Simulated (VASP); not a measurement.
Runs of VASP 6.6.1 on Lu. The structure is that of space group Fm-3m (No. 225), or close to it. The cells are those of the table. 

| task | cell | k mesh | cutoff (eV) | gap on the mesh (eV) | pressure (GPa) |
| --- | --- | --- | --- | --- | --- |
| single point | a = 3.476 Å, angles 60.0°, 1 atom | 11 × 11 × 11 | 520 | none | 0.2 |
| single point | a = 3.429 Å, angles 60.0°, 1 atom | 12 × 12 × 12 | 520 | none | 2.0 |
| single point | a = 3.476 Å, angles 60.0°, 1 atom | 12 × 12 × 12 | 520 | none | 0.2 |
| single point | a = 3.380 Å, angles 60.0°, 1 atom | 12 × 12 × 12 | 520 | none | (a) |
| single point | a = 3.609 Å, angles 60.0°, 1 atom | 12 × 12 × 12 | 520 | none | -3.5 |
| single point | a = 3.521 Å, angles 60.0°, 1 atom | 12 × 12 × 12 | 520 | none | -1.3 |
| relaxation of cell and atoms | relaxed from a = 3.468 Å, angles 60.0°, 1 atom | 11 × 11 × 11 | 600 | none | 0.0 |

Alike in all rows: level BLYP; potentials or basis VASP PAW PBE potentials, release 64 (Lu); no spin polarisation; smearing fermi-dirac 0.1 eV.

**Question.** Fill in the values left out.

**Answer.** (a) 4.3.

Caveats: the PAW data sets were made with another functional, which shifts forces and pressure a little; spin-orbit coupling is left out, which moves the levels of the heavy elements.

A k mesh can miss the band edges, and the runs leave out spin-orbit coupling on Lu.

A gap of «none» marks levels without a gap at the run's occupations.
